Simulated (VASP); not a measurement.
# YbN (F-43m) in VASP: a series of runs

YbN is run at these levels: PBE+U; tasks: single point.

Everything below comes from runs of VASP 6.6.1. Logs are shortened: lines on timing, memory, paths and dates and some standing lists are left out, and cuts for length are marked.

### Step 1. The cell of the first run

The structure is cubic, space group F-43m (No. 216). Conventional cell: a = 5.191 Å, b = 5.191 Å, c = 5.191 Å, α = 90.00°, β = 90.00°, γ = 90.00°. Within 3.0 Å of Yb (site symmetry -43m) lie 4 N at 2.25 Å. N (site symmetry -43m) has 4 Yb at 2.25 Å within 3.0 Å.

### Step 2. Single point, PBE+U, collinear spin, ferromagnetic start (17.49 Å³/atom)

Contents of INCAR:

```
SYSTEM = YbN
PREC = Accurate ; ENCUT = 520
EDIFF = 1E-6 ; ISMEAR = 0
SIGMA = 0.05 ; LREAL = .FALSE.
LASPH = .TRUE. ; NELM = 150
ALGO = Normal ; ISIF = 2
LWAVE = .FALSE. ; LCHARG = .FALSE.
ISPIN = 2 ; MAGMOM = 1.08 0.01
LORBIT = 11 ; LMAXMIX = 6
LDAU = .TRUE. ; LDAUTYPE = 2
LDAUL = 3 -1 ; LDAUU = 6 0
LDAUJ = 0 0 ; LDAUPRINT = 1
GGA = PE ; NBANDS = 26
```

Contents of KPOINTS:

```
regular mesh
0
G
  8 8 8
  0 0 0
```

Contents of POSCAR:

```
YbN
1.0
    0.0000000000      2.5955203329      2.5955203329
    2.5955203329      0.0000000000      2.5955203329
    2.5955203329      2.5955203329      0.0000000000
Yb N
1 1
Direct
    0.0000000000      0.0000000000      0.0000000000
    0.2500000000      0.2500000000      0.2500000000
```

Potentials or basis: VASP PAW PBE potentials, release 64 (Yb, N).

Launch:

```sh
$ cat potpaw_PBE.64/Yb/POTCAR potpaw_PBE.64/N/POTCAR > POTCAR
$ mpirun -np 1 vasp_std > vasp.out
```

OUTCAR:

```text
SYSTEM = YbN
   PREC = Accurate
   ENCUT = 520
   EDIFF = 1E-6
   ISMEAR = 0
   LREAL = .FALSE.
   LASPH = .TRUE.
   NELM = 150
   ISIF = 2
   ISPIN = 2
   LORBIT = 11
   GGA = PE

 ion  position               nearest neighbor table
   1  0.000  0.000  0.000-   2 2.25   2 2.25   2 2.25   2 2.25
   2  0.250  0.250  0.250-   1 2.25   1 2.25   1 2.25   1 2.25

  LATTYP: Found a face centered cubic cell.
 ALAT       =     5.1910406658

  Lattice vectors:

 A1 = (   0.0000000000,   2.5955203329,   2.5955203329)
 A2 = (   2.5955203329,   0.0000000000,   2.5955203329)
 A3 = (   2.5955203329,   2.5955203329,   0.0000000000)

Analysis of symmetry for initial positions (statically):
=====================================================================
 Subroutine PRICEL returns:
 Original cell was already a primitive cell.

 Routine SETGRP: Setting up the symmetry group for a
 face centered cubic supercell.

 Subroutine GETGRP returns: Found 24 space group operations
 (whereof 24 operations were pure point group operations)
 out of a pool of 48 trial point group operations.

The static configuration has the point symmetry T_d .

Analysis of symmetry for dynamics (positions and initial velocities):
=====================================================================
 Subroutine PRICEL returns:
 Original cell was already a primitive cell.

 Routine SETGRP: Setting up the symmetry group for a
 face centered cubic supercell.

 Subroutine GETGRP returns: Found 24 space group operations
 (whereof 24 operations were pure point group operations)
 out of a pool of 48 trial point group operations.

The dynamic configuration has the point symmetry T_d .

Analysis of structural, dynamic, and magnetic symmetry:
=====================================================================
 Subroutine PRICEL returns:
 Original cell was already a primitive cell.

 Routine SETGRP: Setting up the symmetry group for a
 face centered cubic supercell.

 Subroutine GETGRP returns: Found 24 space group operations
 (whereof 24 operations were pure point group operations)
 out of a pool of 48 trial point group operations.

The overall configuration has the point symmetry T_d .

 Subroutine INISYM returns: Found 24 space group operations
 (whereof 24 operations are pure point group operations),
 and found     1 'primitive' translations

----------------------------------------------------------------------------------------

                                     Primitive cell

  volume of cell :      34.9706

  direct lattice vectors                    reciprocal lattice vectors
     0.000000000  2.595520333  2.595520333    -0.192639600  0.192639600  0.192639600
     2.595520333  0.000000000  2.595520333     0.192639600 -0.192639600  0.192639600
     2.595520333  2.595520333  0.000000000     0.192639600  0.192639600 -0.192639600

  length of vectors
     3.670620056  3.670620056  3.670620056     0.333661576  0.333661576  0.333661576

  position of ions in fractional coordinates (direct lattice)
     0.000000000  0.000000000  0.000000000
     0.250000000  0.250000000  0.250000000

  ion indices of the primitive-cell ions
   primitive index   ion index
                 1           1
                 2           2

----------------------------------------------------------------------------------------
[... 60 lines left out ...]
 SYSTEM =  YbN
   PREC   = accura    normal or accurate (medium, high low for compatibility)
   ISTART =      0    job   : 0-new  1-cont  2-samecut
   ICHARG =      2    charge: 1-file 2-atom 10-const
   ISPIN  =      2    spin polarized calculation?
   LNONCOLLINEAR =      F non collinear calculations
   LSORBIT =      F    spin-orbit coupling
   LASPH  =      T    aspherical Exc in radial PAW
   ENCUT  =  520.0 eV  38.22 Ry    6.18 a.u.   6.82  6.82  6.82*2*pi/ulx,y,z
   NELM   =    150;   NELMIN=  2; NELMDL= -5     # of ELM steps
   EDIFF  = 0.1E-05   stopping-criterion for ELM
   LREAL  =      F    real-space projection
   EDIFFG = 0.1E-04   stopping-criterion for IOM
[... 23 lines left out ...]
  o =  0.9998  v = -0.7906  0.0000 -0.6124 -0.0000  0.0000  0.0000 -0.0000  0.0000  0.0000  0.0000  0.0000  0.0000  0.0000  0.0000      0.0000  0.0000  0.0000  0.0000  0.0000  0.0000  0.0000  0.0000  0.0000  0.0000  0.0000  0.0000  0.0000  0.0000
  o =  0.9998  v =  0.0000  0.0000  0.0000 -0.3212  0.5799  0.0000 -0.7487  0.0000  0.0000  0.0000  0.0000  0.0000  0.0000  0.0000      0.0000  0.0000  0.0000  0.0000  0.0000  0.0000  0.0000  0.0000  0.0000  0.0000  0.0000  0.0000  0.0000  0.0000
  o =  0.9998  v =  0.0000  0.0000 -0.0000  0.9470  0.1967 -0.0000 -0.2539  0.0000  0.0000  0.0000  0.0000  0.0000  0.0000  0.0000      0.0000  0.0000  0.0000  0.0000  0.0000  0.0000  0.0000  0.0000  0.0000  0.0000  0.0000  0.0000  0.0000  0.0000
  o =  1.0017  v = -0.6124 -0.0000  0.7906  0.0000 -0.0000 -0.0000  0.0000  0.0000  0.0000  0.0000  0.0000  0.0000  0.0000  0.0000      0.0000  0.0000  0.0000  0.0000  0.0000  0.0000  0.0000  0.0000  0.0000  0.0000  0.0000  0.0000  0.0000  0.0000
  o =  1.0017  v =  0.0000  0.0000  0.0000 -0.0000  0.4370 -0.8333  0.3385  0.0000  0.0000  0.0000  0.0000  0.0000  0.0000  0.0000      0.0000  0.0000  0.0000  0.0000  0.0000  0.0000  0.0000  0.0000  0.0000  0.0000  0.0000  0.0000  0.0000  0.0000
  o =  1.0017  v =  0.0000 -0.0000  0.0000  0.0000  0.6588  0.5528  0.5103  0.0000  0.0000  0.0000  0.0000  0.0000  0.0000  0.0000      0.0000  0.0000  0.0000  0.0000  0.0000  0.0000  0.0000  0.0000  0.0000  0.0000  0.0000  0.0000  0.0000  0.0000

 number of electron      29.0000015 magnetization       0.9999690

 Free energy of the ion-electron system (eV)
  ---------------------------------------------------
  ext. energy  EPLUGINS =         0.00000000
  ---------------------------------------------------
  free energy    TOTEN  =       -12.10313641 eV

  energy without entropy =      -12.09930155  energy(sigma->0) =      -12.10121898

 E-fermi :   1.0124     XC(G=0): -10.5851

 val. band max:        1.0111933787   @ k =   0.2500   0.2500   0.0000
 cond. band min:       1.0157266135   @ k =   0.3750   0.2500   0.1250
 fundamental gap:      0.0045332348
 Fermi energy:         1.0123509822

 spin component 1

 k-point     1 :       0.0000    0.0000    0.0000
  band No.  band energies     occupation
      1     -48.6109      1.00000
      2     -20.7161      1.00000
      3     -20.7161      1.00000
      4     -20.7161      1.00000
      5     -11.7837      1.00000
      6      -1.3017      1.00000
[... 1385 lines left out ...]
     25      19.9054      0.00000
     26      21.9202      0.00000

 [... further k-points ...]
[... 5 lines left out ...]
  --------------------------------------------------------------------------------------
  -------------------------------------------------------------------------------------
  Total        0.1311245      0.1311245      0.1311245     -0.0000000     -0.0000000      0.0000000
  in kB        6.0074620      6.0074620      6.0074620     -0.0000000     -0.0000000      0.0000000
  external PRESSURE =       6.0074620 kB  Pullay stress =       0.0000000 kB

 VOLUME and BASIS-vectors are now :
 -----------------------------------------------------------------------------
  energy-cutoff  :      520.00
  volume of cell :       34.97
      direct lattice vectors                 reciprocal lattice vectors
     0.000000000  2.595520333  2.595520333    -0.192639600  0.192639600  0.192639600
     2.595520333  0.000000000  2.595520333     0.192639600 -0.192639600  0.192639600
     2.595520333  2.595520333  0.000000000     0.192639600  0.192639600 -0.192639600

 POSITION                                       TOTAL-FORCE (eV/Angst)
 -----------------------------------------------------------------------------------
      0.00000      0.00000      0.00000         0.000000     -0.000000     -0.000000
      1.29776      1.29776      1.29776        -0.000000      0.000000      0.000000
 -----------------------------------------------------------------------------------
    total drift:                               -0.000001     -0.000001     -0.000000

  FREE ENERGIE OF THE ION-ELECTRON SYSTEM (eV)
  ---------------------------------------------------
  free  energy   TOTEN  =       -12.1031364081 eV

  energy  without entropy=      -12.0993015457  energy(sigma->0) =      -12.10121898

 total charge

# of ion       s       p       d       f       tot
--------------------------------------------------
    1        2.170   6.107   0.611  13.481  22.370
    2        1.271   2.384   0.000   0.000   3.655
--------------------------------------------------
tot          3.442   8.491   0.611  13.481  26.024

 magnetization (x)

# of ion       s       p       d       f       tot
--------------------------------------------------
    1        0.001   0.024   0.019   0.508   0.551
    2        0.008   0.327   0.000   0.000   0.334
--------------------------------------------------
tot          0.008   0.351   0.019   0.508   0.886
```

Run time: 52 s. Hardware: 1 thread of Intel Xeon 6975P-C (Granite Rapids), shared host; peak memory 0.21 GiB.

Results:

* Free energy: -12.1031 eV
* Pressure: 0.6 GPa
* Band gap on the k mesh: zero (filled and empty bands overlap)
* Net moment: 1.00 μB per cell
* Site moments: Yb +0.55; N +0.33 μB
* Valence electrons inside the program's atomic spheres: Yb 22.37; N 3.65

Levels at points of the mesh, in eV from the Fermi level:
Spin up:
```
           k point  band 12  band 13  band 14  band 15  band 16  band 17  band 18  band 19
(0.00, 0.00, 0.00)    -1.89    -1.22    -1.22    -1.22     2.28     6.99     6.99     9.78
(0.50, 0.00, 0.00)    -1.79    -1.55    -0.96    -0.96     5.07     6.92     7.00     7.00
(0.50, 0.50, 0.00)    -1.72    -1.62    -0.24    -0.24     3.05     5.68     8.95     9.18
```
Spin down:
```tsv
k point	band 11	band 12	band 13	band 14	band 15	band 16	band 17	band 18
(0.00, 0.00, 0.00)	-0.81	-0.81	-0.33	-0.33	-0.33	2.38	7.04	7.04
(0.50, 0.00, 0.00)	-0.85	-0.85	-0.32	-0.13	-0.13	5.24	6.97	7.13
(0.50, 0.50, 0.00)	-0.75	-0.75	-0.42	0.54	0.54	3.01	5.91	8.98
```

Eigenvalues of the final occupation matrices:
| site | spin | trace | eigenvalues |
| --- | --- | --- | --- |
| site 1 f | 1 | 7.00 | 1.00 1.00 1.00 1.00 1.00 1.00 1.00 |
| site 1 f | 2 | 6.49 | 0.84 0.84 0.84 0.99 0.99 0.99 0.99 |

Caveat: spin-orbit coupling is left out, which moves the levels of the heavy elements.

### Step 3. Single point, PBE+U, collinear spin, ferromagnetic start (17.54 Å³/atom)

This run uses another cell than the first one, of 17.54 Å³/atom.

Contents of INCAR:

```
SYSTEM = YbN
ALGO = Normal ; EDIFF = 1E-6
ENCUT = 520 ; GGA = PE
ISIF = 2 ; ISMEAR = 0
ISPIN = 2 ; LASPH = .True.
LCHARG = .True. ; LDAU = .True.
LDAUJ = 0 0 ; LDAUL = 3 -1
LDAUPRINT = 1 ; LDAUTYPE = 2
LDAUU = 6 0 ; LELF = .True.
LMAXMIX = 6 ; LORBIT = 11
LREAL = .False. ; LVHAR = .True.
LWAVE = .False. ; MAGMOM = 1.08 0.01
NBANDS = 26 ; NELM = 150
PREC = Accurate ; SIGMA = 0.05
```

Contents of KPOINTS:

```
k-points
0
Gamma
  8 8 8
  0 0 0
```

Contents of POSCAR:

```
YbN
1.0
    0.0000000000      2.5982763880      2.5982763880
    2.5982763880      0.0000000000      2.5982763880
    2.5982763880      2.5982763880      0.0000000000
Yb N
1 1
Direct
    0.0000000000      0.0000000000      0.0000000000
    0.2500000000      0.2500000000      0.2500000000
```

Potentials or basis: VASP PAW PBE potentials, release 64 (Yb, N).

Launch:

```sh
$ cat potpaw_PBE.64/Yb/POTCAR potpaw_PBE.64/N/POTCAR > POTCAR
$ mpirun -np 1 vasp_std > vasp.out
```

It took 49 s on 1 thread of AMD EPYC 9R45 (Zen 5), shared host; peak memory 0.18 GiB.

The run converged. Its results:

| Item | Value |
| --- | --- |
| Free energy | -12.1035 eV |
| Pressure | 0.5 GPa |
| Band gap on the k mesh | zero (filled and empty bands overlap) |
| Net moment | 1.00 μB per cell |
| Site moments | Yb +0.55; N +0.34 μB |
| Valence electrons inside the program's atomic spheres | Yb 22.36; N 3.65 |

Levels at points of the mesh, in eV from the Fermi level:
Spin up:
```tsv
k point	band 12	band 13	band 14	band 15	band 16	band 17	band 18	band 19
(0.00, 0.00, 0.00)	-1.89	-1.22	-1.22	-1.22	2.27	6.98	6.98	9.77
(0.50, 0.00, 0.00)	-1.79	-1.55	-0.96	-0.96	5.06	6.91	7.00	7.00
(0.50, 0.50, 0.00)	-1.71	-1.62	-0.24	-0.24	3.04	5.68	8.93	9.17
```
Spin down:
```csv
k point,band 11,band 12,band 13,band 14,band 15,band 16,band 17,band 18
"(0.00, 0.00, 0.00)",-0.80,-0.80,-0.33,-0.33,-0.33,2.37,7.03,7.03
"(0.50, 0.00, 0.00)",-0.85,-0.85,-0.32,-0.13,-0.13,5.23,6.96,7.12
"(0.50, 0.50, 0.00)",-0.75,-0.75,-0.42,0.54,0.54,3.01,5.91,8.97
```

Eigenvalues of the final occupation matrices:
| site | spin | trace | eigenvalues |
| --- | --- | --- | --- |
| site 1 f | 1 | 7.00 | 1.00 1.00 1.00 1.00 1.00 1.00 1.00 |
| site 1 f | 2 | 6.50 | 0.84 0.84 0.84 0.99 0.99 0.99 0.99 |

Caveat: spin-orbit coupling is left out, which moves the levels of the heavy elements. The state reached can hang on the start; a lower one may exist.

### Step 4. Single point, PBE+U, collinear spin, ferromagnetic start (17.89 Å³/atom)

This run uses another cell than the first one, of 17.89 Å³/atom.

Contents of INCAR:

```
ALGO = Normal
EDIFF = 1E-7
ENCUT = 520
GGA = PE
ISIF = 2
ISMEAR = 0
ISPIN = 2
LASPH = True
LCHARG = False
LDAU = True
LDAUJ = 0 0
LDAUL = 3 -1
LDAUPRINT = 1
LDAUTYPE = 2
LDAUU = 6 0
LMAXMIX = 6
LORBIT = 11
LREAL = False
LWAVE = False
MAGMOM = 1.08 0.01
NBANDS = 26
NELM = 150
PREC = Accurate
SIGMA = 0.05
```

Contents of KPOINTS:

```
k-points
0
Gamma
  8 8 8
```

Contents of POSCAR:

```
YbN
1.0
    0.0000000000      2.6151487854      2.6151487854
    2.6151487854      0.0000000000      2.6151487854
    2.6151487854      2.6151487854      0.0000000000
Yb N
1 1
Direct
    0.0000000000      0.0000000000      0.0000000000
    0.2500000000      0.2500000000      0.2500000000
```

Launch:

```sh
$ cat potpaw_PBE.64/Yb/POTCAR potpaw_PBE.64/N/POTCAR > POTCAR
$ mpirun -np 1 vasp_std > vasp.out
```

Run time: 53 s. Hardware: 1 thread of AMD EPYC 9R45 (Zen 5), shared host; peak memory 0.18 GiB.

The run converged. Its results:

* Free energy: -12.1014 eV
* Pressure: -1.3 GPa
* Band gap on the k mesh: zero (filled and empty bands overlap)
* Net moment: 1.00 μB per cell
* Site moments: Yb +0.54; N +0.34 μB
* Valence electrons inside the program's atomic spheres: Yb 22.34; N 3.64

Levels at points of the mesh, in eV from the Fermi level:
Spin up:
| k point | band 11 | band 12 | band 13 | band 14 | band 15 | band 16 | band 17 | band 18 | band 19 | band 20 |
| --- | --- | --- | --- | --- | --- | --- | --- | --- | --- | --- |
| (0.00, 0.00, 0.00) | -1.86 | -1.85 | -1.19 | -1.19 | -1.19 | 2.21 | 6.94 | 6.94 | 9.66 | 9.66 |
| (0.50, 0.00, 0.00) | -1.78 | -1.76 | -1.53 | -0.93 | -0.93 | 5.02 | 6.82 | 6.94 | 6.94 | 9.26 |
| (0.50, 0.50, 0.00) | -1.73 | -1.69 | -1.59 | -0.26 | -0.26 | 3.04 | 5.63 | 8.85 | 9.08 | 9.08 |
Spin down:
```
           k point  band 11  band 12  band 13  band 14  band 15  band 16  band 17  band 18
(0.00, 0.00, 0.00)    -0.77    -0.77    -0.33    -0.33    -0.33     2.31     6.99     6.99
(0.50, 0.00, 0.00)    -0.82    -0.82    -0.32    -0.12    -0.12     5.20     6.88     7.06
(0.50, 0.50, 0.00)    -0.74    -0.74    -0.42     0.53     0.53     3.01     5.86     8.88
```

Eigenvalues of the final occupation matrices:
| site | spin | trace | eigenvalues |
| --- | --- | --- | --- |
| site 1 f | 1 | 7.00 | 1.00 1.00 1.00 1.00 1.00 1.00 1.00 |
| site 1 f | 2 | 6.50 | 0.85 0.85 0.85 0.99 0.99 0.99 0.99 |

Caveat: spin-orbit coupling is left out, which moves the levels of the heavy elements. The state reached can hang on the start; a lower one may exist.

### Step 5. Single point, PBE+U, collinear spin, ferromagnetic start

This run uses another cell than the first one, of 18.30 Å³/atom.

Contents of INCAR:

```
ALGO     = Normal         # electronic algorithm
EDIFF    = 1E-7           # SCF threshold, eV
ENCUT    = 520            # plane-wave cutoff, eV
GGA      = PE             # functional
ISIF     = 2              # what is computed and relaxed
ISMEAR   = 0              # smearing method
ISPIN    = 2              # spin polarisation
LASPH    = True           # aspherical terms in the spheres
LCHARG   = False          # write CHGCAR
LDAU     = True           # DFT+U
LDAUJ    = 0 0          
LDAUL    = 3 -1           # shell
LDAUPRINT= 1            
LDAUTYPE = 2            
LDAUU    = 6 0            # U, eV
LMAXMIX  = 6              # l up to which the mixer works
LORBIT   = 11             # projections on sites
LREAL    = False          # projectors in reciprocal space
LWAVE    = False          # write WAVECAR
MAGMOM   = 1 0            # initial moments
NBANDS   = 26             # bands
NELM     = 150            # most SCF steps
PREC     = Accurate       # precision mode
SIGMA    = 0.05           # smearing width, eV
```

KPOINTS is that of step 4.

Contents of POSCAR:

```
YbN
1.0
    0.0000000000      2.6353961328      2.6353961328
    2.6353961328      0.0000000000      2.6353961328
    2.6353961328      2.6353961328      0.0000000000
Yb N
1 1
Direct
    0.0000000000      0.0000000000      0.0000000000
    0.2500000000      0.2500000000      0.2500000000
```

Launch:

```sh
$ cat potpaw_PBE.64/Yb/POTCAR potpaw_PBE.64/N/POTCAR > POTCAR
$ mpirun -np 1 vasp_std > vasp.out
```

Wall time 53 s (1 thread of AMD EPYC 9R45 (Zen 5), shared host); peak memory 0.18 GiB.

The run converged. Its results:

- Free energy: -12.0902 eV
- Pressure: -3.0 GPa
- Band gap on the k mesh: zero (filled and empty bands overlap)
- Net moment: 1.00 μB per cell
- Site moments: Yb +0.53; N +0.35 μB
- Valence electrons inside the program's atomic spheres: Yb 22.30; N 3.63

Levels at points of the mesh, in eV from the Fermi level:
Spin up:
```csv
k point,band 13,band 14,band 15,band 16,band 17,band 18
"(0.00, 0.00, 0.00)",-1.16,-1.16,-1.16,2.15,6.89,6.89
"(0.50, 0.00, 0.00)",-1.51,-0.91,-0.91,4.98,6.72,6.88
"(0.50, 0.50, 0.00)",-1.55,-0.27,-0.27,3.04,5.57,8.75
```
Spin down:
```
           k point  band 11  band 12  band 13  band 14  band 15  band 16  band 17  band 18
(0.00, 0.00, 0.00)    -0.73    -0.73    -0.33    -0.33    -0.33     2.24     6.94     6.94
(0.50, 0.00, 0.00)    -0.79    -0.79    -0.32    -0.11    -0.11     5.15     6.78     7.00
(0.50, 0.50, 0.00)    -0.72    -0.72    -0.41     0.51     0.51     3.00     5.80     8.78
```

Eigenvalues of the final occupation matrices:
```csv
site,spin,trace,eigenvalues
site 1 f,1,7.00,1.00 1.00 1.00 1.00 1.00 1.00 1.00
site 1 f,2,6.51,0.85 0.85 0.85 0.99 0.99 0.99 0.99
```

Caveat: the cell stands under tension; spin-orbit coupling is left out, which moves the levels of the heavy elements. The state reached can hang on the start; a lower one may exist.

### Step 6. Overview

```csv
cell,gap on the mesh (eV),pressure (GPa),moment (μB)
"a = 3.671 Å, angles 60.0°, 2 atoms",none,0.6,1.00
"a = 3.675 Å, angles 60.0°, 2 atoms",none,0.5,1.00
"a = 3.698 Å, angles 60.0°, 2 atoms",none,-1.3,1.00
"a = 3.727 Å, angles 60.0°, 2 atoms",none,-3.0,1.00
```

Alike in all rows: task single point; level PBE+U; potentials or basis VASP PAW PBE potentials, release 64 (Yb, N); spin collinear, ferromagnetic start; Yb f U = 6.0 eV; k mesh 8 × 8 × 8; cutoff (eV) 520; smearing gaussian 0.05 eV.

Caveats: spin-orbit coupling is left out, which moves the levels of the heavy elements; the cell stands under tension (at least some runs).

Total energies depend on the potentials used, so only differences within one code and one set of settings carry meaning.
